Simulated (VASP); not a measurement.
# AlSn (P-6m2) in VASP: notebook

Runs on AlSn. Level: PBE. Tasks: single point.

Everything below comes from runs of VASP 6.6.1. Logs are shortened: lines on timing, memory, paths and dates and some standing lists are left out, and cuts for length are marked.

## Step 1: The cell of the first run

Symmetry: P-6m2, No. 187, hexagonal system. Conventional cell: a = 4.198 Å, b = 4.198 Å, c = 3.307 Å, α = 90.00°, β = 90.00°, γ = 120.00°. Within 3.9 Å of Sn (site symmetry -6m2) lie 6 Al at 2.93 Å and 2 Sn at 3.31 Å. Within 3.9 Å of Al (site symmetry -6m2) lie 6 Sn at 2.93 Å and 2 Al at 3.31 Å.

## Step 2: Single point, PBE

Input file INCAR:

```
SYSTEM = AlSn
PREC = Accurate
ENCUT = 520
EDIFF = 1E-6
ISMEAR = 0
SIGMA = 0.017
LREAL = .FALSE.
LASPH = .TRUE.
NELM = 80
ALGO = Fast
ISIF = 2
LWAVE = .FALSE.
LCHARG = .FALSE.
GGA = PE
NBANDS = 16
```

Input file KPOINTS:

```
regular mesh
0
G
  7 7 8
  0 0 0
```

Input file POSCAR:

```
AlSn
1.0
    4.1981056157      0.0000000000      0.0000000000
   -2.0990528078      3.6356661109      0.0000000000
    0.0000000000      0.0000000000      3.3068470000
Sn Al
1 1
Direct
    0.3333333333      0.6666666667      0.5000000000
    0.0000000000      0.0000000000      0.0000000000
```

Potentials or basis: VASP PAW PBE potentials, release 64 (Sn_d, Al).

The run is started by

```bash
$ cat potpaw_PBE.64/Sn_d/POTCAR potpaw_PBE.64/Al/POTCAR > POTCAR
$ mpirun -np 1 vasp_std > vasp.out
```

OUTCAR:

```text
SYSTEM = AlSn
   PREC = Accurate
   ENCUT = 520
   EDIFF = 1E-6
   ISMEAR = 0
   LREAL = .FALSE.
   LASPH = .TRUE.
   NELM = 80
   ISIF = 2
   GGA = PE

 ion  position               nearest neighbor table
   1  0.333  0.667  0.500-   2 2.93   2 2.93   2 2.93   2 2.93   2 2.93   2 2.93
   2  0.000  0.000  0.000-   1 2.93   1 2.93   1 2.93   1 2.93   1 2.93   1 2.93

  LATTYP: Found a hexagonal cell.
 ALAT       =     4.1981056157
 C/A-ratio  =     0.7876998110

  Lattice vectors:

 A1 = (   4.1981056157,   0.0000000000,   0.0000000000)
 A2 = (  -2.0990528078,   3.6356661109,   0.0000000000)
 A3 = (   0.0000000000,   0.0000000000,   3.3068470000)

Analysis of symmetry for initial positions (statically):
=====================================================================
 Subroutine PRICEL returns:
 Original cell was already a primitive cell.

 Routine SETGRP: Setting up the symmetry group for a
 hexagonal supercell.

 Subroutine GETGRP returns: Found 12 space group operations
 (whereof 12 operations were pure point group operations)
 out of a pool of 24 trial point group operations.

The static configuration has the point symmetry D_3h.

Analysis of symmetry for dynamics (positions and initial velocities):
=====================================================================
 Subroutine PRICEL returns:
 Original cell was already a primitive cell.

 Routine SETGRP: Setting up the symmetry group for a
 hexagonal supercell.

 Subroutine GETGRP returns: Found 12 space group operations
 (whereof 12 operations were pure point group operations)
 out of a pool of 24 trial point group operations.

The dynamic configuration has the point symmetry D_3h.

 Subroutine INISYM returns: Found 12 space group operations
 (whereof 12 operations are pure point group operations),
 and found     1 'primitive' translations

----------------------------------------------------------------------------------------

                                     Primitive cell

  volume of cell :      50.4721

  direct lattice vectors                    reciprocal lattice vectors
     4.198105616  0.000000000  0.000000000     0.238202678  0.137526380  0.000000000
    -2.099052808  3.635666111  0.000000000     0.000000000  0.275052760  0.000000000
     0.000000000  0.000000000  3.306847000     0.000000000  0.000000000  0.302402863

  length of vectors
     4.198105616  4.198105616  3.306847000     0.275052760  0.275052760  0.302402863

  position of ions in fractional coordinates (direct lattice)
     0.333333333  0.666666667  0.500000000
     0.000000000  0.000000000  0.000000000

  ion indices of the primitive-cell ions
   primitive index   ion index
                 1           1
                 2           2

----------------------------------------------------------------------------------------

 KPOINTS: regular mesh

Automatic generation of k-mesh.
 Grid dimensions read from file:
 generate k-points for:    7    7    8

 Generating k-lattice:

  Cartesian coordinates                     Fractional coordinates (reciprocal lattice)
     0.034028954  0.019646626  0.000000000     0.142857143  0.000000000  0.000000000
     0.000000000  0.039293251  0.000000000     0.000000000  0.142857143  0.000000000
     0.000000000  0.000000000  0.037800358     0.000000000  0.000000000  0.125000000

  Length of vectors
     0.039293251  0.039293251  0.037800358

  Shift w.r.t. Gamma in fractional coordinates (k-lattice)
     0.000000000  0.000000000  0.000000000

 Subroutine IBZKPT returns following result:
 ===========================================

 Found     40 irreducible k-points:

 Following reciprocal coordinates:
            Coordinates               Weight
  0.000000  0.000000  0.000000      1.000000
  0.142857  0.000000  0.000000      6.000000
  0.285714  0.000000  0.000000      6.000000
  0.428571  0.000000  0.000000      6.000000
  0.142857  0.142857  0.000000      6.000000
  0.285714  0.142857  0.000000     12.000000
[... 16 lines left out ...]
  0.428571  0.142857  0.250000     12.000000
  0.285714  0.285714  0.250000     12.000000
 [... further k-points ...]
   k-points           NKPTS =     40   k-points in BZ     NKDIM =     40   number of bands    NBANDS=     16
   number of dos      NEDOS =    301   number of ions     NIONS =      2
   total plane-waves  NPLWV =  28672
   dimension x,y,z NGX =    32 NGY =   32 NGZ =   28
   dimension x,y,z NGXF=    64 NGYF=   64 NGZF=   56
   ions per type =               1   1
   NGX,Y,Z   is equivalent  to a cutoff of  12.67, 12.67, 14.08 a.u.
   NGXF,Y,Z  is equivalent  to a cutoff of  25.34, 25.34, 28.15 a.u.
 SYSTEM =  AlSn
   PREC   = accura    normal or accurate (medium, high low for compatibility)
   ISTART =      0    job   : 0-new  1-cont  2-samecut
   ICHARG =      2    charge: 1-file 2-atom 10-const
   ISPIN  =      1    spin polarized calculation?
   LNONCOLLINEAR =      F non collinear calculations
   LSORBIT =      F    spin-orbit coupling
   LASPH  =      T    aspherical Exc in radial PAW
   ENCUT  =  520.0 eV  38.22 Ry    6.18 a.u.   7.81  7.81  6.15*2*pi/ulx,y,z
   NELM   =     80;   NELMIN=  2; NELMDL= -5     # of ELM steps
   EDIFF  = 0.1E-05   stopping-criterion for ELM
   LREAL  =      F    real-space projection
   EDIFFG = 0.1E-04   stopping-criterion for IOM
   NSW    =      0    number of steps for IOM
   IBRION =     -1    ionic relax: 0-MD 1-quasi-New 2-CG
   NFREE  =      0    steps in history (QN), initial steepest desc. (CG)
   ISIF   =      2    stress and relaxation
   ISYM   =      2    0-nonsym 1-usesym 2-fastsym
   POTIM  = 0.5000    time-step for ionic-motion
   TEBEG  =    0.0;   TEEND  =   0.0 temperature during run
   PSTRESS=    0.0 pullay stress
   NELECT =      17.0000    total number of electrons
   NUPDOWN=      -1.0000    fix difference up-down
   EMIN   =  10.00;   EMAX   =-10.00  energy-range for DOS
   EFERMI =   0.00;   METHOD = LEGACY
   ISMEAR =     0;   SIGMA  =   0.02  broadening in eV -4-tet -1-fermi 0-gaus
   EFERMI_NEDOS =   21; number of points for ismear=-14 and -15
   IALGO  =     68    algorithm
   IMIX   =      4    mixing-type and parameters
     AMIX     =   0.40;   BMIX     =  1.00
     AMIX_MAG =   1.60;   BMIX_MAG =  1.00
  volume/ion in A,a.u.               =      25.24       170.30
  Fermi-wavevector in a.u.,A,eV,Ry     =   1.139044  2.152482 17.652500  1.297422
  Thomas-Fermi vector in A             =   2.275748
   LORBIT       =      0    0 simple, 1 ext, 2 COOP (PROOUT), +10 PAW based schemes
   GGA     = PE    functional components
   LHFCALC =     F    Hartree Fock is set to
   AEXX    =    0.0000 exact exchange contribution
   IVDW    =     0    specifies the selected vdW correction
   LEPSILON=     F    determine dielectric tensor
   LRPA    =     F    only Hartree local field effects (RPA)
 non-spin polarized calculation
 RMM-DIIS sequential band-by-band and
 Gauss-broadening in eV      SIGMA  =   0.02
  energy-cutoff  :      520.00
  volume of cell :       50.47
 maximum number of plane-waves:      1374
 NGX is ok and might be reduce to    32
   NGX = 15   NGY = 15   NGZ = 13

 number of electron      16.9999999 magnetization

 Free energy of the ion-electron system (eV)
  ---------------------------------------------------
  ext. energy  EPLUGINS =         0.00000000
  ---------------------------------------------------
  free energy    TOTEN  =        -7.20119572 eV

  energy without entropy =       -7.20111776  energy(sigma->0) =       -7.20115674

 E-fermi :   6.4295     XC(G=0):  -9.5625

 val. band max:        6.3551892722   @ k =   0.2857   0.2857   0.2500
 cond. band min:       6.4376173368   @ k =   0.0000   0.0000   0.1250
 fundamental gap:      0.0824280647
 Fermi energy:         6.4295094781

 k-point     1 :       0.0000    0.0000    0.0000
  band No.  band energies     occupation
      1     -14.9286      2.00000
      2     -14.8270      2.00000
      3     -14.8270      2.00000
      4     -14.8050      2.00000
      5     -14.8050      2.00000
      6      -4.0209      2.00000
[... 8 lines left out ...]
     15      17.9995      0.00000
     16      19.2271      0.00000

 k-point     2 :       0.1429    0.0000    0.0000
  band No.  band energies     occupation
      1     -14.9270      2.00000
      2     -14.8275      2.00000
      3     -14.8233      2.00000
      4     -14.8062      2.00000
      5     -14.8053      2.00000
      6      -3.8099      2.00000
[... 8 lines left out ...]
     15      16.5357      0.00000
     16      18.8795      0.00000

 k-point     3 :       0.2857    0.0000    0.0000
  band No.  band energies     occupation
      1     -14.9236      2.00000
      2     -14.8284      2.00000
      3     -14.8150      2.00000
      4     -14.8089      2.00000
      5     -14.8060      2.00000
      6      -3.2023      2.00000
[... 8 lines left out ...]
     15      16.0827      0.00000
     16      17.8669      0.00000

 k-point     4 :       0.4286    0.0000    0.0000
  band No.  band energies     occupation
      1     -14.9211      2.00000
      2     -14.8290      2.00000
      3     -14.8110      2.00000
      4     -14.8083      2.00000
      5     -14.8066      2.00000
      6      -2.3856      2.00000
[... 8 lines left out ...]
     15      15.8085      0.00000
     16      17.4907      0.00000
[... 324 lines left out ...]
 k-point    22 :       0.2857    0.1429    0.2500
  band No.  band energies     occupation
      1     -14.8454      2.00000
      2     -14.8402      2.00000
      3     -14.8337      2.00000
      4     -14.8209      2.00000
      5     -14.8080      2.00000
      6      -1.7812      2.00000
[... 8 lines left out ...]
     15      16.8553      0.00000
     16      18.2757      0.00000

 k-point    23 :       0.4286    0.1429    0.2500
  band No.  band energies     occupation
      1     -14.8468      2.00000
      2     -14.8408      2.00000
      3     -14.8332      2.00000
      4     -14.8189      2.00000
      5     -14.8059      2.00000
      6      -1.2060      2.00000
[... 8 lines left out ...]
     15      16.9100      0.00000
     16      19.1131      0.00000

 k-point    24 :       0.2857    0.2857    0.2500
  band No.  band energies     occupation
      1     -14.8457      2.00000
      2     -14.8425      2.00000
      3     -14.8301      2.00000
      4     -14.8177      2.00000
      5     -14.8091      2.00000
      6      -1.0957      2.00000
[... 8 lines left out ...]
     15      18.6250      0.00000
     16      18.6793      0.00000

 [... further k-points ...]
[... 5 lines left out ...]
  --------------------------------------------------------------------------------------
  -------------------------------------------------------------------------------------
  Total       -0.0141947     -0.0141947      0.2420026     -0.0000000      0.0000000      0.0000000
  in kB       -0.4505943     -0.4505943      7.6820858     -0.0000000      0.0000000      0.0000000
  external PRESSURE =       2.2602991 kB  Pullay stress =       0.0000000 kB

 VOLUME and BASIS-vectors are now :
 -----------------------------------------------------------------------------
  energy-cutoff  :      520.00
  volume of cell :       50.47
      direct lattice vectors                 reciprocal lattice vectors
     4.198105616  0.000000000  0.000000000     0.238202678  0.137526380  0.000000000
    -2.099052808  3.635666111  0.000000000     0.000000000  0.275052760  0.000000000
     0.000000000  0.000000000  3.306847000     0.000000000  0.000000000  0.302402863

 POSITION                                       TOTAL-FORCE (eV/Angst)
 -----------------------------------------------------------------------------------
     -0.00000      2.42378      1.65342        -0.000000      0.000000      0.000000
      0.00000      0.00000      0.00000         0.000000      0.000000      0.000000
 -----------------------------------------------------------------------------------
    total drift:                                0.000000     -0.000000     -0.000000

  FREE ENERGIE OF THE ION-ELECTRON SYSTEM (eV)
  ---------------------------------------------------
  free  energy   TOTEN  =        -7.2011957179 eV

  energy  without entropy=       -7.2011177600  energy(sigma->0) =       -7.20115674
```

It took 44 s on 1 thread of Intel Xeon 8259CL, shared host; peak memory 0.18 GiB.

What came out:

```
Free energy            : -7.2012 eV
Pressure               : 0.2 GPa
Band gap on the k mesh : zero (an odd number of electrons rules out a gap without spin polarisation)
```

Caveat: spin-orbit coupling is left out, which moves the levels of the heavy elements.

## Step 3: Single point, PBE

Changes to INCAR since step 2:

```diff
@@ -5,6 +5,6 @@
 ISMEAR = 0
-SIGMA = 0.017
+SIGMA = 0.018000000000000002
 LREAL = .FALSE.
 LASPH = .TRUE.
-NELM = 80
+NELM = 100
 ALGO = Fast
```

Input file KPOINTS:

```
Automatic mesh
0
G
  7 7 8
  0 0 0
```

POSCAR is that of step 2.

Potentials or basis: VASP PAW PBE potentials, release 64 (Sn_d, Al).

The run is started by

```bash
$ cat potpaw_PBE.64/Sn_d/POTCAR potpaw_PBE.64/Al/POTCAR > POTCAR
$ mpirun -np 1 vasp_std > vasp.out
```

Run time: 40 s. Hardware: 1 thread of Intel Xeon 8259CL, shared host; peak memory 0.18 GiB.

Results (log left out):

```yaml
Free_energy: -7.2012 eV
Pressure: 0.2 GPa
Band_gap_on_the_k_mesh: zero (an odd number of electrons rules out a gap without spin polarisation)
```

Stress tensor (GPa, compression positive):
```
-0.05  0.00  0.00
 0.00 -0.05  0.00
 0.00  0.00  0.77
```

Levels at points of the mesh, in eV from the Fermi level:
| k point | band 4 | band 5 | band 6 | band 7 | band 8 | band 9 | band 10 | band 11 | band 12 | band 13 |
| --- | --- | --- | --- | --- | --- | --- | --- | --- | --- | --- |
| (0.00, 0.00, 0.00) | -21.23 | -21.23 | -10.45 | -0.22 | -0.22 | 0.69 | 2.60 | 3.12 | 3.12 | 5.18 |
| (0.00, 0.00, 0.50) | -21.25 | -21.18 | -7.42 | -6.22 | 2.72 | 2.72 | 3.57 | 3.57 | 3.77 | 4.16 |

Caveat: spin-orbit coupling is left out, which moves the levels of the heavy elements.

## Step 4: Single point, PBE

Input file INCAR:

```
SYSTEM = AlSn
PREC     = Accurate       ! precision mode
ENCUT    = 520            ! plane-wave cutoff, eV
EDIFF    = 1E-6           ! SCF threshold, eV
ISMEAR   = 0              ! smearing method
SIGMA    = 0.019000000000000003 ! smearing width, eV
LREAL    = .False.        ! projectors in reciprocal space
LASPH    = .True.         ! aspherical terms in the spheres
NELM     = 100            ! most SCF steps
ALGO     = Normal         ! electronic algorithm
ISIF     = 2              ! what is computed and relaxed
LWAVE    = .False.        ! write WAVECAR
LCHARG   = .False.        ! write CHGCAR
GGA      = PE             ! functional
NBANDS   = 16             ! bands
```

Input file KPOINTS:

```
regular mesh
0
Gamma
  7 7 8
  0 0 0
```

POSCAR is that of step 3.

The run is started by

```bash
$ cat potpaw_PBE.64/Sn_d/POTCAR potpaw_PBE.64/Al/POTCAR > POTCAR
$ mpirun -np 1 vasp_std > vasp.out
```

It took 48 s on 1 thread of Intel Xeon 8259CL, shared host; peak memory 0.19 GiB.

The run converged. Its results:

* Free energy: -7.2012 eV
* Pressure: 0.2 GPa
* Band gap on the k mesh: zero (an odd number of electrons rules out a gap without spin polarisation)

Stress tensor (GPa, compression positive):
```
-0.04  0.00  0.00
 0.00 -0.04  0.00
 0.00  0.00  0.77
```

Levels at points of the mesh, in eV from the Fermi level:
| k point | band 6 | band 7 | band 8 | band 9 | band 10 | band 11 |
| --- | --- | --- | --- | --- | --- | --- |
| (0.00, 0.00, 0.00) | -10.45 | -0.22 | -0.22 | 0.69 | 2.60 | 3.12 |
| (0.00, 0.00, 0.50) | -7.42 | -6.21 | 2.72 | 2.72 | 3.57 | 3.57 |

Caveat: spin-orbit coupling is left out, which moves the levels of the heavy elements.

## Step 5: Single point, PBE

Input file INCAR:

```
SYSTEM = AlSn
PREC = Accurate
ENCUT = 520
EDIFF = 1E-6
ISMEAR = 0
SIGMA = 0.02
LREAL = .False.
LASPH = .True.
NELM = 60
ALGO = Normal
ISIF = 2
LWAVE = .False.
LCHARG = .True.
GGA = PE
LELF = .True.
LVHAR = .True.
NBANDS = 16
```

KPOINTS is that of step 4.

POSCAR is that of step 4.

Potentials or basis: VASP PAW PBE potentials, release 64 (Sn_d, Al).

The run is started by

```bash
$ cat potpaw_PBE.64/Sn_d/POTCAR potpaw_PBE.64/Al/POTCAR > POTCAR
$ mpirun -np 1 vasp_std > vasp.out
```

OUTCAR:

```text
SYSTEM = AlSn
   PREC = Accurate
   ENCUT = 520
   EDIFF = 1E-6
   ISMEAR = 0
   LREAL = .False.
   LASPH = .True.
   NELM = 60
   ISIF = 2
   GGA = PE

 ion  position               nearest neighbor table
   1  0.333  0.667  0.500-   2 2.93   2 2.93   2 2.93   2 2.93   2 2.93   2 2.93
   2  0.000  0.000  0.000-   1 2.93   1 2.93   1 2.93   1 2.93   1 2.93   1 2.93

  LATTYP: Found a hexagonal cell.
 ALAT       =     4.1981056157
 C/A-ratio  =     0.7876998110

  Lattice vectors:

 A1 = (   4.1981056157,   0.0000000000,   0.0000000000)
 A2 = (  -2.0990528078,   3.6356661109,   0.0000000000)
[... 627 lines left out ...]
      5     -14.8089      2.00000
      6      -1.0957      2.00000
[... 8 lines left out ...]
     15      18.6250      0.00000
     16      18.6793      0.00000

 [... further k-points ...]
[... 5 lines left out ...]
  --------------------------------------------------------------------------------------
  -------------------------------------------------------------------------------------
  Total       -0.0121427     -0.0121427      0.2434322     -0.0000000     -0.0000000      0.0000000
  in kB       -0.3854546     -0.3854546      7.7274678     -0.0000000     -0.0000000      0.0000000
  external PRESSURE =       2.3188529 kB  Pullay stress =       0.0000000 kB

 VOLUME and BASIS-vectors are now :
 -----------------------------------------------------------------------------
  energy-cutoff  :      520.00
  volume of cell :       50.47
      direct lattice vectors                 reciprocal lattice vectors
     4.198105616  0.000000000  0.000000000     0.238202678  0.137526380  0.000000000
    -2.099052808  3.635666111  0.000000000     0.000000000  0.275052760  0.000000000
     0.000000000  0.000000000  3.306847000     0.000000000  0.000000000  0.302402863

 POSITION                                       TOTAL-FORCE (eV/Angst)
 -----------------------------------------------------------------------------------
     -0.00000      2.42378      1.65342         0.000000     -0.000000      0.000000
      0.00000      0.00000      0.00000        -0.000000      0.000000      0.000000
 -----------------------------------------------------------------------------------
    total drift:                                0.000000     -0.000000     -0.000000

  FREE ENERGIE OF THE ION-ELECTRON SYSTEM (eV)
  ---------------------------------------------------
  free  energy   TOTEN  =        -7.2012093829 eV

  energy  without entropy=       -7.2011176672  energy(sigma->0) =       -7.20116353
```

OSZICAR:

```text
N       E                     dE             d eps       ncg     rms          rms(c)
DAV:   1     0.987003905625E+02    0.98700E+02   -0.79020E+03  1312   0.128E+03
DAV:   2     0.973726780514E+00   -0.97727E+02   -0.93831E+02  1400   0.335E+02
DAV:   3    -0.702928370404E+01   -0.80030E+01   -0.79659E+01  1600   0.768E+01
DAV:   4    -0.722866128213E+01   -0.19938E+00   -0.19935E+00  1568   0.127E+01
DAV:   5    -0.723740991757E+01   -0.87486E-02   -0.87485E-02  1912   0.259E+00    0.219E+00
DAV:   6    -0.721271982393E+01    0.24690E-01   -0.17321E-02  1664   0.181E+00    0.126E+00
DAV:   7    -0.720108002364E+01    0.11640E-01   -0.20147E-02  1768   0.174E+00    0.142E-01
DAV:   8    -0.720116513280E+01   -0.85109E-04   -0.21450E-03  1696   0.568E-01    0.440E-02
DAV:   9    -0.720120536220E+01   -0.40229E-04   -0.98059E-05  1664   0.859E-02    0.118E-02
DAV:  10    -0.720120843150E+01   -0.30693E-05   -0.78979E-06  1616   0.196E-02    0.502E-03
DAV:  11    -0.720120943363E+01   -0.10021E-05   -0.23835E-06  1624   0.954E-03    0.117E-03
DAV:  12    -0.720120938292E+01    0.50701E-07   -0.95515E-08  1024   0.364E-03
   1 F= -.72012094E+01 E0= -.72011635E+01  d E =-.917158E-04
```

stdout:

```text
POSCAR found type information on POSCAR SnAl
 POSCAR found :  2 types and       2 ions
 scaLAPACK will be used
 LDA part: xc-table for (Slater+PW92), standard interpolation
 POSCAR, INCAR and KPOINTS ok, starting setup
 FFT: planning ... GRIDC
 FFT: planning ... GRID_SOFT
 FFT: planning ... GRID
 WAVECAR not read
 entering main loop
```

Run time: 43 s. Hardware: 1 thread of Intel Xeon 8259CL, shared host; peak memory 0.19 GiB.

What came out:

* Free energy: -7.2012 eV
* Pressure: 0.2 GPa
* Band gap on the k mesh: zero (an odd number of electrons rules out a gap without spin polarisation)

Stress tensor (GPa, compression positive):
```
-0.04  0.00  0.00
 0.00 -0.04  0.00
 0.00  0.00  0.77
```

Caveat: spin-orbit coupling is left out, which moves the levels of the heavy elements.

(Continued in part 2 of 2.)
